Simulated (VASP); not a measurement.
# GaCo (Pm-3m) in VASP: a series of runs

The runs below take GaCo through electric field gradients, relaxation of cell and atoms, with PBEsol+U, revPBE+U.

All numbers are computed with VASP 6.6.1; they aren't measurements. Logs are shortened: lines on timing, memory, paths and dates and some standing lists are left out, and cuts for length are marked.

**1. The cell of the first run**

Symmetry: Pm-3m, No. 221, cubic system. Conventional cell: a = 2.878 Å, b = 2.878 Å, c = 2.878 Å, α = 90.00°, β = 90.00°, γ = 90.00°. Ga (site symmetry m-3m) has 8 Co at 2.49 Å and 6 Ga at 2.88 Å within 3.3 Å. Co (site symmetry m-3m) has 8 Ga at 2.49 Å and 6 Co at 2.88 Å within 3.3 Å.

**2. Electric field gradients, PBEsol+U, non-collinear spin, zero start, spin-orbit coupling**

Input file INCAR:

```
SYSTEM = GaCo
  PREC = Accurate
  ENCUT = 520
  EDIFF = 1E-8
  ISMEAR = 0
  SIGMA = 0.05
  LREAL = .FALSE.
  LASPH = .TRUE.
  NELM = 150
  ALGO = Fast
  ISIF = 2
  LWAVE = .FALSE.
  LCHARG = .FALSE.
  LNONCOLLINEAR = .TRUE.
  MAGMOM = 0 0 0 0 0 0
  LORBIT = 11
  LSORBIT = .TRUE.
  GGA_COMPAT = .FALSE.
  LORBMOM = .TRUE.
  LMAXMIX = 4
  LDAU = .TRUE.
  LDAUTYPE = 2
  LDAUL = -1 2
  LDAUU = 0 1
  LDAUJ = 0 0
  LDAUPRINT = 1
  GGA = PS
  LEFG = .TRUE.
  NBANDS = 34
```

Input file KPOINTS:

```
Automatic mesh
0
G
  7 7 7
  0 0 0
```

Input file POSCAR:

```
GaCo
1.0
    2.8780000000      0.0000000000      0.0000000000
    0.0000000000      2.8780000000      0.0000000000
    0.0000000000      0.0000000000      2.8780000000
Ga Co
1 1
Direct
    0.5000000000      0.5000000000      0.5000000000
    0.0000000000      0.0000000000      0.0000000000
```

Potentials or basis: VASP PAW PBE potentials, release 64 (Ga_d, Co).

Launch:

```sh
cat potpaw_PBE.64/Ga_d/POTCAR potpaw_PBE.64/Co/POTCAR > POTCAR
mpirun -np 1 vasp_ncl > vasp.out
```

OUTCAR:

```text
SYSTEM = GaCo
   PREC = Accurate
   ENCUT = 520
   EDIFF = 1E-8
   ISMEAR = 0
   LREAL = .FALSE.
   LASPH = .TRUE.
   NELM = 150
   ISIF = 2
   LNONCOLLINEAR = .TRUE.
   LORBIT = 11
   LSORBIT = .TRUE.
   GGA = PS

 ion  position               nearest neighbor table
   1  0.500  0.500  0.500-   2 2.49   2 2.49   2 2.49   2 2.49   2 2.49   2 2.49   2 2.49   2 2.49

   2  0.000  0.000  0.000-   1 2.49   1 2.49   1 2.49   1 2.49   1 2.49   1 2.49   1 2.49   1 2.49

  LATTYP: Found a simple cubic cell.
 ALAT       =     2.8780000000

  Lattice vectors:

 A1 = (   2.8780000000,   0.0000000000,   0.0000000000)
 A2 = (   0.0000000000,   2.8780000000,   0.0000000000)
 A3 = (   0.0000000000,   0.0000000000,   2.8780000000)

Analysis of symmetry for initial positions (statically):
=====================================================================
 Subroutine PRICEL returns:
 Original cell was already a primitive cell.

 Routine SETGRP: Setting up the symmetry group for a
 simple cubic supercell.

 Subroutine GETGRP returns: Found 48 space group operations
 (whereof 48 operations were pure point group operations)
 out of a pool of 48 trial point group operations.

The static configuration has the point symmetry O_h .

Analysis of symmetry for dynamics (positions and initial velocities):
=====================================================================
 Subroutine PRICEL returns:
 Original cell was already a primitive cell.

 Routine SETGRP: Setting up the symmetry group for a
 simple cubic supercell.

 Subroutine GETGRP returns: Found 48 space group operations
 (whereof 48 operations were pure point group operations)
 out of a pool of 48 trial point group operations.

The dynamic configuration has the point symmetry O_h .

Analysis of structural, dynamic, and magnetic symmetry:
=====================================================================
 Subroutine PRICEL returns:
 Original cell was already a primitive cell.

 Routine SETGRP: Setting up the symmetry group for a
 simple cubic supercell.

 Subroutine GETGRP returns: Found 48 space group operations
 (whereof 48 operations were pure point group operations)
 out of a pool of 48 trial point group operations.

The overall configuration has the point symmetry O_h .

 Subroutine INISYM returns: Found 48 space group operations
 (whereof 48 operations are pure point group operations),
 and found     1 'primitive' translations

----------------------------------------------------------------------------------------

                                     Primitive cell

  volume of cell :      23.8381

  direct lattice vectors                    reciprocal lattice vectors
     2.878000000  0.000000000  0.000000000     0.347463516  0.000000000  0.000000000
     0.000000000  2.878000000  0.000000000     0.000000000  0.347463516  0.000000000
     0.000000000  0.000000000  2.878000000     0.000000000  0.000000000  0.347463516

  length of vectors
     2.878000000  2.878000000  2.878000000     0.347463516  0.347463516  0.347463516

  position of ions in fractional coordinates (direct lattice)
     0.500000000  0.500000000  0.500000000
     0.000000000  0.000000000  0.000000000

  ion indices of the primitive-cell ions
   primitive index   ion index
                 1           1
                 2           2

----------------------------------------------------------------------------------------

 KPOINTS: Automatic mesh
[... 924 lines left out ...]
  Total       -1.2684692     -1.2684692     -1.2684692      0.0000000      0.0000000     -0.0000000
  in kB      -85.2546615    -85.2546615    -85.2546615      0.0000000      0.0000000     -0.0000000
  external PRESSURE =     -85.2546615 kB  Pullay stress =       0.0000000 kB

 VOLUME and BASIS-vectors are now :
 -----------------------------------------------------------------------------
  energy-cutoff  :      520.00
  volume of cell :       23.84
      direct lattice vectors                 reciprocal lattice vectors
     2.878000000  0.000000000  0.000000000     0.347463516  0.000000000  0.000000000
     0.000000000  2.878000000  0.000000000     0.000000000  0.347463516  0.000000000
     0.000000000  0.000000000  2.878000000     0.000000000  0.000000000  0.347463516

 POSITION                                       TOTAL-FORCE (eV/Angst)
 -----------------------------------------------------------------------------------
      1.43900      1.43900      1.43900         0.000000      0.000000      0.000000
      0.00000      0.00000      0.00000         0.000000      0.000000      0.000000
 -----------------------------------------------------------------------------------
    total drift:                                0.000000     -0.000000     -0.000000

  FREE ENERGIE OF THE ION-ELECTRON SYSTEM (eV)
  ---------------------------------------------------
  free  energy   TOTEN  =       -10.8549942599 eV

  energy  without entropy=      -10.8505524359  energy(sigma->0) =      -10.85277335

 Electric field gradients (V/A^2)
---------------------------------------------------------------------
 ion       V_xx      V_yy      V_zz      V_xy      V_xz      V_yz
---------------------------------------------------------------------
   1       0.000     0.000     0.000     0.000     0.000    -0.000
   2      -0.000    -0.000     0.000     0.000    -0.000    -0.000
---------------------------------------------------------------------

 Electric field gradients after diagonalization (V/A^2)
 (convention: |V_zz| > |V_xx| > |V_yy|)
----------------------------------------------------------------------
 ion       V_xx      V_yy      V_zz     asymmetry (V_yy - V_xx)/ V_zz
----------------------------------------------------------------------
   1       0.000     0.000     0.000      -0.430
   2      -0.000    -0.000     0.000       0.269
----------------------------------------------------------------------

           NMR quadrupolar parameters

 Cq : quadrupolar parameter    Cq=e*Q*V_zz/h
 eta: asymmetry parameters     (V_yy - V_xx)/ V_zz
 Q  : nuclear electric quadrupole moment in mb (millibarn)
----------------------------------------------------------------------
 ion       Cq(MHz)       eta       Q (mb)
----------------------------------------------------------------------
   1       0.000      -0.430       1.000
   2       0.000       0.269       1.000
----------------------------------------------------------------------

 orbital moment (x)

 # of ion     p       d       tot
 ----------------------------------------
  1         0.000  -0.000  -0.000
  2         0.000   0.000   0.000
 ----------------------------------------
            0.000   0.000   0.000

 orbital moment (y)

 # of ion     p       d       tot
 ----------------------------------------
  1         0.000   0.000   0.000
  2         0.000  -0.000  -0.000
 ----------------------------------------
            0.000  -0.000  -0.000

 orbital moment (z)

 # of ion     p       d       tot
 ----------------------------------------
  1         0.000   0.000   0.000
  2         0.000   0.000   0.000
 ----------------------------------------
            0.000   0.000   0.000

 Spin-Orbit-Coupling matrix elements

 Ion:    1  E_soc:     -0.0132588
 l=   1
     0.0000000    -0.0013423    -0.0013423
    -0.0013423     0.0000000    -0.0013423
    -0.0013423    -0.0013423     0.0000000
 l=   2
     0.0000000    -0.0001862     0.0000000    -0.0001862    -0.0006813
    -0.0001862     0.0000000    -0.0005110    -0.0001862    -0.0001703
     0.0000000    -0.0005110     0.0000000    -0.0005110     0.0000000
    -0.0001862    -0.0001862    -0.0005110     0.0000000    -0.0001703
    -0.0006813    -0.0001703     0.0000000    -0.0001703     0.0000000
 l=   3
     0.0000000     0.0000000     0.0000000     0.0000000     0.0000000     0.0000000     0.0000000
     0.0000000     0.0000000     0.0000000     0.0000000     0.0000000     0.0000000     0.0000000
     0.0000000     0.0000000     0.0000000     0.0000000     0.0000000     0.0000000     0.0000000
     0.0000000     0.0000000     0.0000000     0.0000000     0.0000000     0.0000000     0.0000000
     0.0000000     0.0000000     0.0000000     0.0000000     0.0000000     0.0000000     0.0000000
     0.0000000     0.0000000     0.0000000     0.0000000     0.0000000     0.0000000     0.0000000
     0.0000000     0.0000000     0.0000000     0.0000000     0.0000000     0.0000000     0.0000000

 Ion:    2  E_soc:     -0.0177073
 l=   1
     0.0000000    -0.0002464    -0.0002464
    -0.0002464     0.0000000    -0.0002464
    -0.0002464    -0.0002464     0.0000000
 l=   2
     0.0000000    -0.0002496     0.0000000    -0.0002496    -0.0024553
    -0.0002496     0.0000000    -0.0018415    -0.0002496    -0.0006138
     0.0000000    -0.0018415     0.0000000    -0.0018415     0.0000000
    -0.0002496    -0.0002496    -0.0018415     0.0000000    -0.0006138
    -0.0024553    -0.0006138     0.0000000    -0.0006138     0.0000000
 l=   3
     0.0000000     0.0000000     0.0000000     0.0000000     0.0000000     0.0000000     0.0000000
     0.0000000     0.0000000     0.0000000     0.0000000     0.0000000     0.0000000     0.0000000
     0.0000000     0.0000000     0.0000000     0.0000000     0.0000000     0.0000000     0.0000000
     0.0000000     0.0000000     0.0000000     0.0000000     0.0000000     0.0000000     0.0000000
     0.0000000     0.0000000     0.0000000     0.0000000     0.0000000     0.0000000     0.0000000
     0.0000000     0.0000000     0.0000000     0.0000000     0.0000000     0.0000000     0.0000000
     0.0000000     0.0000000     0.0000000     0.0000000     0.0000000     0.0000000     0.0000000

 total charge

# of ion       s       p       d       tot
------------------------------------------
    1        0.847   0.881  10.053  11.780
    2        0.384   0.452   7.543   8.379
--------------------------------------------------
tot          1.231   1.333  17.595  20.159

 magnetization (x)

# of ion       s       p       d       tot
------------------------------------------
    1        0.000   0.000   0.000   0.000
    2        0.000   0.000   0.000   0.000
--------------------------------------------------
tot          0.000   0.000   0.000   0.000

 magnetization (y)

# of ion       s       p       d       tot
------------------------------------------
    1       -0.000   0.000  -0.000  -0.000
    2        0.000   0.000  -0.000  -0.000
--------------------------------------------------
tot         -0.000   0.000  -0.000  -0.000

 magnetization (z)

# of ion       s       p       d       tot
------------------------------------------
    1       -0.000  -0.000   0.000  -0.000
    2        0.000   0.000  -0.000   0.000
--------------------------------------------------
tot          0.000  -0.000  -0.000   0.000
```

It took 99 s on 1 thread of AMD EPYC 7R43 (Zen 3), shared host; peak memory 0.17 GiB.

Results:

| Quantity | Value |
| --- | --- |
| Free energy | -10.8550 eV |
| Pressure | -8.5 GPa |
| Net moment | 0.00 μB per cell |
| Valence electrons inside the program's atomic spheres | Ga 11.78; Co 8.38 |

Moments on the atoms (μB; x, y, z):
```
Ga  0.00 0.00 0.00
Co  0.00 0.00 0.00
```

Caveat: without QUAD_EFG the Cq values of the log hold for a quadrupole moment of 1 mb, not for the nuclei; the PAW data sets were made with another functional, which shifts forces and pressure a little; the U is typed as a test and isn't derived for this compound.

**3. Relaxation of cell and atoms, revPBE+U, collinear spin, ferromagnetic start**

Input file INCAR:

```
SYSTEM = GaCo
PREC = Accurate
ENCUT = 600
EDIFF = 1E-7
ISMEAR = 1
SIGMA = 0.2
LREAL = .FALSE.
LASPH = .TRUE.
NELM = 150
ALGO = Normal
ISIF = 3
LWAVE = .FALSE.
LCHARG = .FALSE.
ISPIN = 2
MAGMOM = 0 0.43
LORBIT = 11
LMAXMIX = 4
LDAU = .TRUE.
LDAUTYPE = 2
LDAUL = -1 2
LDAUU = 0 3.5
LDAUJ = 0 0
LDAUPRINT = 1
GGA = RE
IBRION = 2
NSW = 80
EDIFFG = -0.01
```

Input file KPOINTS:

```
regular mesh
0
G
  9 9 9
  0 0 0
```

POSCAR is that of step 2.

Potentials or basis: VASP PAW PBE potentials, release 64 (Ga_d, Co).

Launch:

```sh
cat potpaw_PBE.64/Ga_d/POTCAR potpaw_PBE.64/Co/POTCAR > POTCAR
mpirun -np 1 vasp_std > vasp.out
```

OUTCAR:

```text
SYSTEM = GaCo
   PREC = Accurate
   ENCUT = 600
   EDIFF = 1E-7
   ISMEAR = 1
   LREAL = .FALSE.
   LASPH = .TRUE.
   NELM = 150
   ISIF = 3
   ISPIN = 2
   LORBIT = 11
   GGA = RE
   IBRION = 2
   NSW = 80
   EDIFFG = -0.01

 ion  position               nearest neighbor table
   1  0.500  0.500  0.500-   2 2.49   2 2.49   2 2.49   2 2.49   2 2.49   2 2.49   2 2.49   2 2.49

   2  0.000  0.000  0.000-   1 2.49   1 2.49   1 2.49   1 2.49   1 2.49   1 2.49   1 2.49   1 2.49

  LATTYP: Found a simple cubic cell.
 ALAT       =     2.8780000000

  Lattice vectors:

 A1 = (   2.8780000000,   0.0000000000,   0.0000000000)
 A2 = (   0.0000000000,   2.8780000000,   0.0000000000)
 A3 = (   0.0000000000,   0.0000000000,   2.8780000000)

Analysis of symmetry for initial positions (statically):
=====================================================================
 Subroutine PRICEL returns:
 Original cell was already a primitive cell.

 Routine SETGRP: Setting up the symmetry group for a
 simple cubic supercell.

 Subroutine GETGRP returns: Found 48 space group operations
 (whereof 48 operations were pure point group operations)
 out of a pool of 48 trial point group operations.

The static configuration has the point symmetry O_h .
[... 424 lines left out ...]
  o =  0.8855  v =  0.0000  0.9663 -0.0000 -0.2573 -0.0000  0.0000  0.0000  0.0000  0.0000  0.0000      0.0000  0.0000  0.0000  0.0000  0.0000  0.0000  0.0000  0.0000  0.0000  0.0000
  o =  0.9329  v =  0.0000 -0.0000  0.0124 -0.0000 -0.9999  0.0000  0.0000  0.0000  0.0000  0.0000      0.0000  0.0000  0.0000  0.0000  0.0000  0.0000  0.0000  0.0000  0.0000  0.0000
  o =  0.9329  v =  0.0000 -0.0000 -0.9999  0.0000 -0.0124  0.0000  0.0000  0.0000  0.0000  0.0000      0.0000  0.0000  0.0000  0.0000  0.0000  0.0000  0.0000  0.0000  0.0000  0.0000

--------------------------------------- Ionic step        7  -------------------------------------------

 number of electron      22.0000010 magnetization       1.4831882

 Free energy of the ion-electron system (eV)
  ---------------------------------------------------
  ext. energy  EPLUGINS =         0.00000000
  ---------------------------------------------------
  free energy    TOTEN  =        -6.81054237 eV

  energy without entropy =       -6.81221691  energy(sigma->0) =       -6.81110055

 E-fermi :   8.4476     XC(G=0): -12.2613

 val. band max:        8.4338224369   @ k =   0.3333   0.2222   0.0000
 cond. band min:       8.5104201345   @ k =   0.3333   0.0000   0.0000
 fundamental gap:      0.0765976976
 Fermi energy:         8.4475633734

 spin component 1

 k-point     1 :       0.0000    0.0000    0.0000
  band No.  band energies     occupation
      1      -6.6999      1.00000
      2      -6.6999      1.00000
      3      -6.4664      1.00000
      4      -6.4664      1.00000
      5      -6.4664      1.00000
      6      -2.7881      1.00000
      7       3.7015      1.00000
      8       3.7015      1.00000
      9       5.8312      1.00000
     10       5.8313      1.00000
     11       5.8313      1.00000
     12      12.9404      0.00000
[... 882 lines left out ...]
  FREE ENERGIE OF THE ION-ELECTRON SYSTEM (eV)
  ---------------------------------------------------
  free  energy   TOTEN  =        -6.8105423680 eV

  energy  without entropy=       -6.8122169076  energy(sigma->0) =       -6.81110055

 reached required accuracy - stopping structural energy minimisation

 total charge

# of ion       s       p       d       tot
------------------------------------------
    1        0.860   0.780  10.005  11.645
    2        0.373   0.383   7.400   8.156
--------------------------------------------------
tot          1.233   1.164  17.404  19.801

 magnetization (x)

# of ion       s       p       d       tot
------------------------------------------
    1       -0.011  -0.049  -0.016  -0.076
    2        0.004  -0.008   1.617   1.613
--------------------------------------------------
tot         -0.007  -0.057   1.601   1.537
```

Wall time 2.4 min (1 thread of Intel Xeon Platinum 8259CL at 2.50GHz (Skylake/Cascade Lake), shared host); peak memory 0.17 GiB.

Results:

* Free energy: -6.8105 eV
* Relaxed volume: 13.73 Å³/atom
* Relaxed cell: a = 3.017 Å, b = 3.017 Å, c = 3.017 Å, α = 90.00°, β = 90.00°, γ = 90.00°
* Space group after relaxing (to 0.05 Å): Pm-3m (No. 221)
* Energy gained by relaxing: 27.9 meV/atom
* Ionic steps: 7
* Pressure after relaxing: -0.1 GPa
* Net moment: 1.48 μB per cell
* Site moments: Ga -0.08; Co +1.61 μB
* Valence electrons inside the program's atomic spheres: Ga 11.64; Co 8.16

Step by step:
```
step  energy change (eV)  largest force (eV/Å)  pressure (GPa)  volume (Å³)
   1              0.0000                0.0000            5.73        23.84
   2             -0.0412                0.0000            4.13        25.34
   3             -0.0116                0.0000           -3.45        30.22
   4             -0.0549                0.0000           -0.93        27.72
   5             -0.0548                0.0000            0.71        27.08
   6             -0.0557                0.0000            0.22        27.35
   7             -0.0557                0.0000           -0.06        27.45
```

Final structure:
```cif
data_structure
_symmetry_space_group_name_H-M 'P 1'
_symmetry_Int_Tables_number 1
_cell_length_a 3.0167
_cell_length_b 3.0167
_cell_length_c 3.0167
_cell_angle_alpha 90.000
_cell_angle_beta 90.000
_cell_angle_gamma 90.000
_cell_volume 27.45
loop_
_atom_site_label
_atom_site_type_symbol
_atom_site_fract_x
_atom_site_fract_y
_atom_site_fract_z
_atom_site_occupancy
Ga1 Ga 0.50000 0.50000 0.50000 1
Co1 Co 0.00000 0.00000 0.00000 1
```

Eigenvalues of the final occupation matrices:
| site | spin | trace | eigenvalues |
| --- | --- | --- | --- |
| site 2 d | 1 | 4.52 | 0.89 0.89 0.89 0.93 0.93 |
| site 2 d | 2 | 2.90 | 0.17 0.17 0.86 0.86 0.86 |

Caveat: the volume moved by over 15 % at a fixed basis, so the end points are rough; the PAW data sets were made with another functional, which shifts forces and pressure a little; the volume moved by +15 % from the deposited cell, more than functionals usually miss; the U is typed as a test and isn't derived for this compound.
